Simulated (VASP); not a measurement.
Crystal: AlRu.

```
Al Ru
1.0
     2.56135   -1.87170    0.00000
     2.56135    1.87170    0.00000
    -0.92970    0.00000    5.53195
Al Ru
2 2
Direct
  0.00000 0.50000 0.00000
  0.50000 0.00000 0.50000
  0.58160 0.41840 0.25000
  0.41840 0.58160 0.75000
```

```yaml
Program: VASP 6.6.1
Task: relaxation of cell and atoms
Functional: PBE
Potentials_or_basis: VASP PAW PBE potentials, release 64 (Al, Ru_pv)
Cutoff: 600 eV
k_mesh: 6 × 6 × 4
Occupations: gaussian, width 0.1 eV
Spin: no spin polarisation
```

At the start: pressure 66.7 GPa; volume 13.26 Å³/atom.

How do energy, volume and symmetry change on relaxing?

Over 48 steps the energy falls by 1611.1 meV/atom and the volume is 14.16 Å³/atom (+6.8 %); space group R-3m (No. 166, to 0.05 Å).

The path:
```tsv
step	energy change (eV)	largest force (eV/Å)	pressure (GPa)	volume (Å³)
1	0.0000	2.7337	66.67	53.04
3	-3.5597	0.6538	-6.50	72.82
5	-3.5874	0.7951	-3.18	70.78
7	-5.3059	1.2877	0.49	60.61
9	-5.2368	1.7323	5.62	58.83
11	-5.4586	1.6389	13.75	55.36
13	-5.4334	1.5845	17.36	54.30
15	-5.6308	1.1578	16.65	53.83
17	-5.6451	0.9864	17.16	53.55
19	-6.0591	0.6879	5.38	55.88
21	-6.2355	0.3931	-6.05	59.00
23	-6.3398	0.2817	-1.40	57.30
25	-6.3437	0.2537	-0.16	56.92
27	-6.3503	0.2425	0.23	56.76
29	-6.3599	0.1886	2.19	56.07
31	-6.3622	0.1970	1.63	56.24
33	-6.3746	0.1719	0.61	56.50
35	-6.3960	0.0735	-3.09	57.52
37	-6.4131	0.0249	-2.67	57.37
39	-6.4290	0.0681	-1.20	56.92
41	-6.4357	0.0353	0.87	56.32
43	-6.4406	0.0173	-0.30	56.68
45	-6.4424	0.0102	-0.22	56.66
47	-6.4439	0.0013	0.33	56.50
48	-6.4444	0.0034	-0.13	56.63
```

Final structure:
```
CELL_PARAMETERS angstrom
2.46729 -1.42957 -0.16258
2.46729 1.42957 -0.16258
-1.13075 0.00000 8.10228
ATOMIC_POSITIONS crystal
Al 0.00000 0.50000 0.00000
Al 0.50000 0.00000 0.50000
Ru 0.74946 0.25054 0.25000
Ru 0.25054 0.74946 0.75000
```
